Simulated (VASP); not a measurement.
Input of a VASP 6.6.1 run:

Contents of POSCAR:

```
GaCuSe2
1.0
    1.8586133380      1.0730709111      6.0736082042
   -1.8586133380      1.0730709111      6.0736082042
    0.0000000000     -2.1461418219      6.0736082042
Cu Ga Se
1 1 2
Direct
    1.0000000000      0.0000000000      0.0000000000
    0.5000000000      0.5000000000      0.5000000000
    0.2513530216      0.2513530216      0.2513530216
    0.7486469784      0.7486469784      0.7486469784
```

Contents of INCAR.step1:

```
PREC = Accurate
ENCUT = 520
ISMEAR = -1
SIGMA = 0.02
LREAL = F
LASPH = T
NELM = 100
NBANDS = 26
GGA = PE
ALGO = Normal
EDIFF = 1E-4
LWAVE = T
LCHARG = F
```

File INCAR.step2:

```
PREC = Accurate
ENCUT = 520
EDIFF = 1E-6
ISMEAR = -1
SIGMA = 0.02
LREAL = F
LASPH = T
NELM = 100
ALGO = Normal
ISIF = 2
LWAVE = F
LCHARG = T
METAGGA = R2SCAN
LMIXTAU = T
LELF = T
LVHAR = T
NBANDS = 26
ISTART = 1
```

KPOINTS

```
regular mesh
0
Gamma
  6 6 6
```

Potentials or basis: VASP PAW PBE potentials, release 64 (Cu, Ga_d, Se).

The run is started by

```bash
$ cat potpaw_PBE.64/Cu/POTCAR potpaw_PBE.64/Ga_d/POTCAR potpaw_PBE.64/Se/POTCAR > POTCAR
$ cp INCAR.step1 INCAR
$ mpirun -np 1 vasp_std > vasp.out
$ cp INCAR.step2 INCAR
$ mpirun -np 1 vasp_std > vasp.out
```

Estimate the band gap on the k mesh.

zero (bands 18 and 19 overlap by 0.31 eV).

Estimate the largest force.

0.031 eV/Å.

What does it give for the pressure?

0.0 GPa.

Forces in eV/Å, atoms in the order of the input:
```
Cu   0.000  0.000  0.000
Ga   0.000  0.000  0.000
Se   0.000  0.000 -0.031
Se   0.000  0.000  0.031
```

Caveat: the PAW data sets were made with another functional, which shifts forces and pressure a little. With open d or f shells a metallic result of r2SCAN can be an artefact of self-interaction; +U or a hybrid may open a gap.
